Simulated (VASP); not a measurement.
# Si62P (a cell with a defect) in VASP: further runs, part 2 of 2

VASP 6.6.1. Earlier steps stand in the parts before.

### 3 Single point, PBE, collinear spin

INCAR reads:

```
SYSTEM = Si62P
ALGO     = Normal         ! electronic algorithm
EDIFF    = 1E-6           ! SCF threshold, eV
ENCUT    = 520            ! plane-wave cutoff, eV
GGA      = PE             ! functional
ISIF     = 2              ! what is computed and relaxed
ISMEAR   = 0              ! smearing method
ISPIN    = 2              ! spin polarisation
LASPH    = .True.         ! aspherical terms in the spheres
LCHARG   = .False.        ! write CHGCAR
LORBIT   = 11             ! projections on sites
LREAL    = Auto         
LUSENCCL = .False.      
LWAVE    = .False.        ! write WAVECAR
MAGMOM   = 0 0 0 0 0 0 0 0 0 0 0 0 0 0 0 0 0 0 0 0 0 0 0 0 0 0 0 0 0 0 0 0 0 0 0 0 0 0 0 0 0 0 0 0 0 0 0 0 0 0 0 0 0 0 0 0 0 0 0 0 0 0 0.06 ! initial moments
NBANDS   = 168            ! bands
NELECT   = 251.0        
NELM     = 150            ! most SCF steps
PREC     = Accurate       ! precision mode
SIGMA    = 0.02           ! smearing width, eV
```

KPOINTS reads:

```
k-points
0
Gamma
  1 1 1
  0 0 0
```

POSCAR reads:

```
Si62P
1.0
   10.8600000000      0.0000000000      0.0000000000
    0.0000000000     10.8600000000      0.0000000000
    0.0000000000      0.0000000000     10.8600000000
Si P
62 1
Direct
    0.4998175875      0.0005384899      0.0008743094
    0.6260061694      0.1265931860      0.1246242173
    0.7518369245      0.2535032228     -0.0000826888
    0.8835419890      0.3809302947      0.1165410681
    0.7494065378      0.0011152855      0.2506859116
    0.8754584715      0.1266093002      0.3740854512
   -0.0006749540      0.0003912523      0.0007481584
    0.1237386740      0.1283237569      0.1221848987
    0.2476657459      0.2526143646     -0.0048578269
    0.3719583794      0.3765756906      0.1221749540
    0.4999048803      0.5009763352      0.0007378453
    0.6247955801      0.6259707182      0.1257132597
    0.7535932781      0.7467322284      0.0016018416
    0.8743283610      0.8755273481      0.1257418048
    0.2506113260      0.0011957643      0.2489726519
    0.3749174033      0.1254302947      0.3746001842
    0.4991441068      0.2497488950      0.2489790055
    0.6267822284      0.3764163904      0.3733203499
    0.7536162983      0.5018641805      0.2464596685
    0.8743372007      0.6259883057      0.3752805709
    0.4996297422      0.0007191529      0.5004686924
    0.6254984346      0.1254422652      0.6251754144
    0.7511349908      0.2497709024      0.5009671271
    0.8779499079      0.3765868324      0.6281523941
    0.7511360037      0.0012307551      0.7494908840
    0.8779456722      0.1283869245      0.8763402394
    0.1193986188      0.6168225599      0.1165763352
    0.2468190608      0.7485037753     -0.0000795580
    0.3737547882      0.8743366483      0.1246002762
    0.0001629834      0.2535020258      0.2482423573
    0.1248443831      0.3754751381      0.3753913444
    0.2468177716      0.5001615101      0.2482540516
    0.3737415285      0.6248778085      0.3740613260
    0.4992299263      0.7509186004      0.2506525783
    0.6245856354      0.8757374770      0.3754866483
   -0.0007920810      0.0005786372      0.5002953039
    0.1262867403      0.1266965009      0.6264549724
    0.2497771639      0.2505556169      0.4997825967
    0.3736880295      0.3740631676      0.6263775322
    0.4998177716      0.5011555249      0.5002542357
    0.6260049724      0.6248705341      0.6263413444
    0.7494062615      0.7509325046      0.5008614180
    0.8754659300      0.8743572744      0.6263221915
    0.2497766114      0.0000196133      0.7503051565
    0.3736749540      0.1266529466      0.8737884899
    0.5002961326      0.2505618785      0.7502958564
    0.6246917127      0.3754740331      0.8752315838
    0.7518304788      0.5001635359      0.7532569061
    0.8835195212      0.6168228361      0.8806616943
   -0.0015344383      0.7467518416      0.2464989871
    0.1239244936      0.8736137201      0.3733290976
   -0.0006728361      0.5009936464      0.5001538674
    0.1237360037      0.6224618785      0.6280587477
    0.2505988950      0.7492504604      0.5009186004
    0.3749125230      0.8748491713      0.6251710866
    0.0050622468      0.2527524862      0.7525173112
    0.2477029466      0.4954441989      0.7523316759
    0.3719753223      0.6224337937      0.8763390424
    0.4991463168      0.7492299263      0.7494915285
    0.6267768877      0.8735949355      0.8761403315
    0.0001572744      0.7485143646      0.7532315838
    0.1248415285      0.8756336096      0.8752283610
    0.0188082873      0.4815428177     -0.0187393186
```

Potentials or basis: VASP PAW PBE potentials, release 64 (Si, P).

The run is started by

```
cat potpaw_PBE.64/Si/POTCAR potpaw_PBE.64/P/POTCAR > POTCAR
mpirun -np 1 vasp_gam > vasp.out
```

Run time: 2.3 min. Hardware: 1 × NVIDIA H100 80GB with 1 thread of AMD EPYC 7R13 (Zen 3), shared host; peak memory 2 GiB.

Results (log left out):

* Free energy: -344.7837 eV
* Largest force: 0.857 eV/Å
* Net moment: 0.99 μB per cell
* Site moments: Si +0.01, +0.00, +0.02 (each value once); P +0.05 μB
* Valence electrons inside the program's atomic spheres: Si 1.67, 1.68, 1.69, 1.64, 1.62, 1.70 (each value once); P 2.47

Forces in eV/Å, atoms in the order of the input:
```
Si   0.027 -0.027  0.024
Si   0.018  0.004 -0.031
Si  -0.003  0.001  0.006
Si  -0.085  0.002  0.084
Si  -0.009 -0.024  0.009
Si   0.030  0.003 -0.017
Si  -0.001  0.007  0.001
Si   0.015 -0.013 -0.023
Si   0.100 -0.100 -0.013
Si   0.013 -0.015 -0.022
Si  -0.006  0.001 -0.001
Si   0.025 -0.021 -0.021
Si  -0.043  0.044 -0.003
Si   0.021 -0.024 -0.022
Si   0.008  0.000  0.001
Si   0.009 -0.011 -0.006
Si   0.000 -0.008  0.001
Si   0.013 -0.024 -0.013
Si  -0.044 -0.004  0.044
Si   0.022 -0.021 -0.025
Si   0.006 -0.004 -0.006
Si   0.006 -0.010 -0.010
Si  -0.002 -0.009  0.001
Si   0.022 -0.016 -0.014
Si  -0.002 -0.001 -0.008
Si   0.022 -0.014 -0.015
Si  -0.001  0.085  0.085
Si   0.002  0.003  0.006
Si  -0.004 -0.018 -0.031
Si  -0.005  0.001  0.003
Si   0.006 -0.007 -0.004
Si   0.001  0.007  0.003
Si  -0.004 -0.030 -0.018
Si   0.024  0.010  0.009
Si  -0.001  0.001  0.001
Si  -0.023 -0.027 -0.027
Si   0.030 -0.053 -0.054
Si  -0.001  0.002 -0.022
Si   0.053 -0.030 -0.053
Si   0.027  0.021 -0.027
Si   0.018 -0.030  0.003
Si  -0.009  0.009 -0.024
Si   0.031 -0.018  0.004
Si  -0.002 -0.020  0.005
Si   0.053 -0.052 -0.030
Si   0.022  0.002  0.001
Si   0.003 -0.007 -0.007
Si  -0.003  0.007  0.000
Si  -0.084  0.085  0.002
Si   0.003  0.044  0.043
Si   0.023 -0.014 -0.014
Si   0.001  0.001  0.006
Si   0.015 -0.023 -0.013
Si   0.008  0.001  0.002
Si   0.010 -0.006 -0.010
Si   0.012 -0.101 -0.101
Si   0.099 -0.015 -0.099
Si   0.014 -0.022 -0.015
Si  -0.002  0.001 -0.008
Si   0.014 -0.014 -0.023
Si  -0.005  0.003  0.000
Si   0.005 -0.004 -0.006
P   -0.494  0.495  0.495
```

Levels at points of the mesh, in eV from the Fermi level:
Spin up:
```tsv
k point	band 122	band 123	band 124	band 125	band 126	band 127	band 128	band 129	band 130	band 131
(0.00, 0.00, 0.00)	-1.30	-0.79	-0.45	-0.45	-0.04	0.41	0.41	0.62	0.62	0.65
```
Spin down:
| k point | band 123 | band 124 | band 125 | band 126 | band 127 | band 128 |
| --- | --- | --- | --- | --- | --- | --- |
| (0.00, 0.00, 0.00) | -0.73 | -0.43 | -0.43 | 0.04 | 0.44 | 0.44 |

Caveat: the k points lie up to 0.58 Å⁻¹ apart; the cell carries a net charge on a neutralising background, which shifts energy and pressure; the cell is charged against a uniform background, so pressure and absolute levels hang on convention.

### 4 Single point, PBE, collinear spin

INCAR reads:

```
SYSTEM = Si62P
  PREC = Accurate
  ENCUT = 520
  EDIFF = 1E-6
  ISMEAR = 0
  SIGMA = 0.02
  LREAL = Auto
  LASPH = .TRUE.
  NELM = 150
  ALGO = Normal
  ISIF = 2
  LWAVE = .FALSE.
  LCHARG = .TRUE.
  ISPIN = 2
  MAGMOM = 0 0 0 0 0 0 0 0 0 0 0 0 0 0 0 0 0 0 0 0 0 0 0 0 0 0 0 0 0 0 0 0 0 0 0 0 0 0 0 0 0 0 0 0 0 0 0 0 0 0 0 0 0 0 0 0 0 0 0 0 0 0 0.06
  LORBIT = 11
  GGA = PE
  LELF = .TRUE.
  LVHAR = .TRUE.
  NBANDS = 168
  NELECT = 251.0
  LUSENCCL = .FALSE.
```

KPOINTS reads:

```
regular mesh
0
G
  1 1 1
  0 0 0
```

POSCAR reads:

```
Si62P
1.0
   10.8600000000      0.0000000000      0.0000000000
    0.0000000000     10.8600000000      0.0000000000
    0.0000000000      0.0000000000     10.8600000000
Si P
62 1
Direct
    0.4989818600      0.0013023020      0.0002267035
    0.6257366483      0.1263054328      0.1252253223
    0.7519852670      0.2527838858     -0.0001777164
    0.8873858195      0.3792350829      0.1126824125
    0.7498823204      0.0002946593      0.2501910681
    0.8748458564      0.1263219153      0.3743330571
   -0.0003647330      0.0002412523      0.0004204420
    0.1239399632      0.1279230203      0.1226578269
    0.2427860958      0.2574445672     -0.0040651013
    0.3723022099      0.3763104052      0.1226569061
    0.4999915285      0.5006001842      0.0004138122
    0.6255156538      0.6254159300      0.1252108656
    0.7554765193      0.7447828729      0.0005697974
    0.8748147330      0.8747465930      0.1252385820
    0.2507553407      0.0011788214      0.2492232965
    0.3746243094      0.1256524862      0.3754072744
    0.4990924494      0.2495383057      0.2492366483
    0.6267586556      0.3761678637      0.3733253223
    0.7555043278      0.5007803867      0.2445563536
    0.8748226519      0.6254335175      0.3745504604
    0.4999029466      0.0003720074      0.5001744936
    0.6246755064      0.1256612339      0.6254465009
    0.7508580110      0.2495558932      0.5009950276
    0.8774374770      0.3763246777      0.6277863720
    0.7508627993      0.0012075506      0.7493274401
    0.8774347145      0.1279721915      0.8761294659
    0.1210209024      0.6129479742      0.1127563536
    0.2474621547      0.7482789134     -0.0001849908
    0.3739727440      0.8745298343      0.1251976980
    0.0002511050      0.2527816759      0.2480733886
    0.1251165746      0.3751302947      0.3752097606
    0.2474624309      0.5000045120      0.2480848066
    0.3739590239      0.6254260589      0.3743081031
    0.4999825967      0.7503714549      0.2501568140
    0.6248388582      0.8754159300      0.3752169429
   -0.0001596685      0.0013559853      0.5011244015
    0.1249717311      0.1294485267      0.6292582873
    0.2495476980      0.2507184162      0.5008305709
    0.3708953959      0.3753130755      0.6291610497
    0.4989849908      0.5004568140      0.5010662983
    0.6257347145      0.6254213628      0.6261068140
    0.7498817680      0.7503852670      0.5000931860
    0.8748542357      0.8745522099      0.6260871087
    0.2495460405      0.0010165746      0.7505220074
    0.3708762431      0.1293903315      0.8750906077
    0.4992408840      0.2507222836      0.7505083794
    0.6248610497      0.3751325967      0.8749437385
    0.7519774401      0.5000142726      0.7525905157
    0.8873523020      0.6129200737      0.8790180479
   -0.0005233886      0.7448215470      0.2446209945
    0.1241126151      0.8735871087      0.3733523941
   -0.0003628913      0.5006153775      0.5000545120
    0.1239380295      0.6228813996      0.6277106814
    0.2507398711      0.7494510129      0.5009547882
    0.3746192449      0.8756036832      0.6254470534
    0.0042021179      0.2575798343      0.7573930939
    0.2428255064      0.4961744936      0.7572068140
    0.3723155617      0.6228589319      0.8761250460
    0.4990918969      0.7494349908      0.7493358195
    0.6267501842      0.8735537753      0.8759410681
    0.0002452118      0.7482912523      0.7525666667
    0.1251143646      0.8753997238      0.8749368324
    0.0401438306      0.4600504604     -0.0401557090
```

The run is started by

```
cat potpaw_PBE.64/Si/POTCAR potpaw_PBE.64/P/POTCAR > POTCAR
mpirun -np 1 vasp_gam > vasp.out
```

Run time: 2.5 min. Hardware: 1 × NVIDIA H100 80GB with 1 thread of AMD EPYC 7R13 (Zen 3), shared host; peak memory 2 GiB.

The run converged. Its results:

```
Free energy                                           : -344.1380 eV
Largest force                                         : 1.705 eV/Å
Net moment                                            : 0.99 μB per cell
Site moments                                          : Si +0.01, +0.00, +0.02 (each value once); P +0.04 μB
Valence electrons inside the program's atomic spheres : Si 1.67, 1.68, 1.69, 1.62, 1.66 (each value once); P 2.38
```

Forces in eV/Å, atoms in the order of the input:
```
Si   0.040 -0.040  0.036
Si   0.006  0.002 -0.034
Si  -0.014  0.005  0.025
Si   0.052 -0.009 -0.053
Si  -0.008 -0.017  0.009
Si   0.034  0.002 -0.005
Si  -0.005 -0.004  0.005
Si   0.006 -0.016 -0.016
Si   0.183 -0.182 -0.018
Si   0.016 -0.006 -0.016
Si   0.006  0.006  0.003
Si   0.036 -0.025 -0.025
Si   0.023 -0.022 -0.009
Si   0.026 -0.035 -0.026
Si   0.021 -0.012  0.010
Si   0.005 -0.006  0.008
Si   0.011 -0.022  0.010
Si   0.037 -0.010 -0.037
Si   0.022 -0.009 -0.022
Si   0.026 -0.026 -0.036
Si   0.005 -0.002 -0.004
Si  -0.008 -0.006 -0.006
Si  -0.010 -0.023 -0.012
Si   0.015 -0.007 -0.017
Si  -0.010 -0.012 -0.022
Si   0.015 -0.018 -0.006
Si   0.008 -0.055 -0.056
Si  -0.003  0.014  0.025
Si  -0.003 -0.006 -0.033
Si  -0.024  0.005  0.014
Si   0.008 -0.010 -0.013
Si  -0.004  0.025  0.015
Si  -0.002 -0.033 -0.006
Si   0.022  0.011  0.009
Si  -0.001 -0.001  0.001
Si  -0.036 -0.041 -0.041
Si  -0.009 -0.063 -0.063
Si  -0.021  0.021  0.004
Si   0.063  0.008 -0.062
Si   0.040  0.036 -0.039
Si   0.007 -0.033  0.001
Si  -0.008  0.011 -0.021
Si   0.034 -0.005  0.003
Si  -0.021  0.004  0.021
Si   0.063 -0.063  0.009
Si  -0.004  0.021  0.021
Si   0.012 -0.010 -0.008
Si  -0.015  0.025  0.005
Si   0.054 -0.054 -0.008
Si   0.009 -0.022 -0.023
Si   0.008 -0.039 -0.038
Si  -0.004  0.006 -0.005
Si   0.006 -0.016 -0.016
Si   0.021  0.009 -0.011
Si   0.005  0.007 -0.006
Si   0.019 -0.183 -0.184
Si   0.181 -0.019 -0.181
Si   0.016 -0.016 -0.006
Si   0.011  0.010 -0.022
Si   0.037 -0.038 -0.008
Si  -0.025  0.014  0.004
Si   0.008 -0.014 -0.008
P   -0.981  0.987  0.984
```

Levels at points of the mesh, in eV from the Fermi level:
Spin up:
```csv
k point,band 124,band 125,band 126,band 127,band 128,band 129
"(0.00, 0.00, 0.00)",-0.54,-0.54,-0.04,0.34,0.34,0.55
```
Spin down:
| k point | band 122 | band 123 | band 124 | band 125 | band 126 | band 127 | band 128 | band 129 |
| --- | --- | --- | --- | --- | --- | --- | --- | --- |
| (0.00, 0.00, 0.00) | -1.26 | -0.68 | -0.52 | -0.52 | 0.04 | 0.38 | 0.38 | 0.56 |

Caveat: the k points lie up to 0.58 Å⁻¹ apart; the cell carries a net charge on a neutralising background, which shifts energy and pressure; the cell is charged against a uniform background, so pressure and absolute levels hang on convention.

### 5 Single point, PBE, collinear spin

INCAR reads:

```
ALGO = Normal ; EDIFF = 1E-7
ENCUT = 520 ; GGA = PE
ISIF = 2 ; ISMEAR = 0
ISPIN = 2 ; LASPH = True
LCHARG = True ; LELF = True
LORBIT = 11 ; LREAL = Auto
LUSENCCL = False ; LVHAR = True
LWAVE = False ; MAGMOM = 0 0 0 0 0 0 0 0 0 0 0 0 0 0 0 0 0 0 0 0 0 0 0 0 0 0 0 0 0 0 0 0 0 0 0 0 0 0 0 0 0 0 0 0 0 0 0 0 0 0 0 0 0 0 0 0 0 0 0 0 0 0 0.06
NBANDS = 168 ; NELECT = 251.0
NELM = 150 ; PREC = Accurate
SIGMA = 0.02
```

KPOINTS reads:

```
k-points
0
Gamma
  1 1 1
```

POSCAR reads:

```
Si62P
1.0
   10.8600000000      0.0000000000      0.0000000000
    0.0000000000     10.8600000000      0.0000000000
    0.0000000000      0.0000000000     10.8600000000
Si P
62 1
Direct
    0.4983538674      0.0017976059     -0.0009586556
    0.6260269797      0.1258555249      0.1256719153
    0.7528055249      0.2523784530     -0.0011528545
    0.8823094843      0.3790802026      0.1177342541
    0.7505162063     -0.0003272560      0.2495236648
    0.8743644567      0.1258671271      0.3740099448
    0.0000153775     -0.0001664825      0.0000102210
    0.1248791897      0.1269639042      0.1223600368
    0.2377102210      0.2623897790     -0.0040744936
    0.3731282689      0.3752360037      0.1223619705
    0.5002635359      0.5000857274      0.0000027624
    0.6258776243      0.6245220994      0.1244222836
    0.7542111418      0.7459109576     -0.0001348987
    0.8755695212      0.8742454880      0.1244501842
    0.2502767035      0.0007500000      0.2488766114
    0.3752570902      0.1248780847      0.3748882136
    0.4993848987      0.2498786372      0.2488911602
    0.6261263352      0.3748727440      0.3739186924
    0.7542404236      0.4999716390      0.2457862799
    0.8755770718      0.6245396869      0.3741542357
    0.5003102210     -0.0001723757      0.4997340700
    0.6251577348      0.1248883978      0.6247766114
    0.7511676796      0.2498948435      0.5006659300
    0.8776914365      0.3752508287      0.6269180479
    0.7511725599      0.0007750460      0.7497715470
    0.8776902394      0.1270014733      0.8751587477
    0.1210579190      0.6179237569      0.1178365562
    0.2477378453      0.7473266114     -0.0011616022
    0.3742859116      0.8741021179      0.1256455801
    0.0011946593      0.2523684162      0.2472263352
    0.1254921731      0.3746148250      0.3749062615
    0.2477371087      0.4989249540      0.2472379374
    0.3742725599      0.6257678637      0.3739855433
    0.5004673112      0.7496011050      0.2494903315
    0.6252450276      0.8748694291      0.3747752302
    0.0009949355      0.0018446593      0.5017170350
    0.1256500921      0.1305707182      0.6304815838
    0.2503035912      0.2498287293      0.5004322284
    0.3696216390      0.3745003683      0.6304018416
    0.4983567219      0.4991672192      0.5016656538
    0.6260259669      0.6257648250      0.6257599448
    0.7505168508      0.7496140884      0.4995739411
    0.8743720074      0.8741243094      0.6257383978
    0.2503011050      0.0005169429      0.7497358195
    0.3696045120      0.1305246777      0.8743820442
    0.4996037753      0.2498316759      0.7497212707
    0.6251286372      0.3746184162      0.8745334254
    0.7527960405      0.4989349908      0.7522872928
    0.8822652855      0.6178771639      0.8789579190
    0.0001471455      0.7459541436      0.2458597606
    0.1252686924      0.8740761510      0.3739475138
    0.0000172192      0.5001007366      0.4997492634
    0.1248779926      0.6224761510      0.6268560773
    0.2502622468      0.7489995396      0.5006307551
    0.3752530387      0.8749793738      0.6247789134
    0.0041379374      0.2624718232      0.7623856354
    0.2377357274      0.4960489871      0.7622662983
    0.3731395028      0.6224573665      0.8751526703
    0.4993836096      0.7489860958      0.7497803867
    0.6261170350      0.8740433702      0.8747505525
    0.0011879374      0.7473388582      0.7522575506
    0.1254909761      0.8749918969      0.8745257827
    0.0847911602      0.4152849908     -0.0848116943
```

The run is started by

```
cat potpaw_PBE.64/Si/POTCAR potpaw_PBE.64/P/POTCAR > POTCAR
mpirun -np 1 vasp_gam > vasp.out
```

Wall time 2.9 min (1 × NVIDIA H100 80GB with 1 thread of AMD EPYC 7R13 (Zen 3), shared host); peak memory 2 GiB.

It converged, with:

```yaml
Free_energy: -344.1359 eV
Largest_force: 1.702 eV/Å
Net_moment: 0.99 μB per cell
Site_moments: Si +0.01, +0.00, +0.02 (each value once); P +0.04 μB
Valence_electrons_inside_the_program's_atomic_spheres: Si 1.66, 1.68, 1.62, 1.69, 1.67 (each value once); P 2.38
```

Forces on the atoms (eV/Å):
```
Si  -0.036  0.036  0.009
Si  -0.010 -0.009  0.023
Si  -0.012  0.019  0.006
Si  -0.183  0.020  0.183
Si  -0.005 -0.008  0.005
Si  -0.024 -0.009  0.010
Si  -0.007  0.004  0.010
Si   0.025 -0.013  0.000
Si  -0.054  0.054  0.006
Si   0.013 -0.023  0.001
Si  -0.005  0.012  0.009
Si   0.005 -0.023 -0.023
Si  -0.060  0.061 -0.008
Si   0.023 -0.005 -0.023
Si  -0.034  0.004  0.001
Si   0.003 -0.005  0.023
Si  -0.004  0.034  0.000
Si  -0.037 -0.037  0.037
Si  -0.060 -0.009  0.061
Si   0.023 -0.023 -0.004
Si   0.006 -0.004 -0.005
Si  -0.023 -0.005 -0.004
Si  -0.001  0.034  0.003
Si  -0.001 -0.023 -0.014
Si  -0.001  0.003  0.034
Si  -0.001 -0.014 -0.024
Si  -0.019  0.181  0.181
Si  -0.018  0.013  0.006
Si   0.007  0.009  0.024
Si  -0.005  0.019  0.012
Si   0.001 -0.001  0.006
Si  -0.018  0.006  0.012
Si   0.008  0.023  0.010
Si   0.008  0.006  0.004
Si  -0.009  0.008  0.008
Si  -0.008  0.036  0.036
Si  -0.010  0.020  0.019
Si  -0.023  0.023  0.041
Si  -0.021  0.009  0.021
Si  -0.035  0.009  0.035
Si  -0.009  0.023 -0.008
Si  -0.004  0.005 -0.008
Si  -0.024  0.009 -0.007
Si  -0.023  0.040  0.023
Si  -0.020  0.021  0.010
Si  -0.041  0.023  0.022
Si  -0.006 -0.001 -0.001
Si  -0.012  0.006  0.018
Si  -0.182  0.182  0.019
Si   0.009  0.061  0.060
Si   0.037  0.036  0.037
Si  -0.009  0.012  0.005
Si   0.024  0.000 -0.012
Si  -0.034  0.000  0.004
Si   0.003  0.022 -0.004
Si  -0.006  0.051  0.051
Si  -0.053  0.005  0.054
Si   0.013  0.000 -0.023
Si  -0.004  0.000  0.034
Si  -0.037  0.037 -0.037
Si  -0.006  0.012  0.018
Si   0.001  0.005 -0.001
P    0.985 -0.980 -0.982
```

Levels at points of the mesh, in eV from the Fermi level:
Spin up:
| k point | band 123 | band 124 | band 125 | band 126 | band 127 | band 128 | band 129 | band 130 |
| --- | --- | --- | --- | --- | --- | --- | --- | --- |
| (0.00, 0.00, 0.00) | -0.73 | -0.54 | -0.54 | -0.04 | 0.34 | 0.34 | 0.55 | 0.55 |
Spin down:
| k point | band 122 | band 123 | band 124 | band 125 | band 126 | band 127 | band 128 | band 129 |
| --- | --- | --- | --- | --- | --- | --- | --- | --- |
| (0.00, 0.00, 0.00) | -1.26 | -0.68 | -0.52 | -0.52 | 0.04 | 0.38 | 0.38 | 0.56 |

Caveat: the k points lie up to 0.58 Å⁻¹ apart; the cell carries a net charge on a neutralising background, which shifts energy and pressure; the cell is charged against a uniform background, so pressure and absolute levels hang on convention.
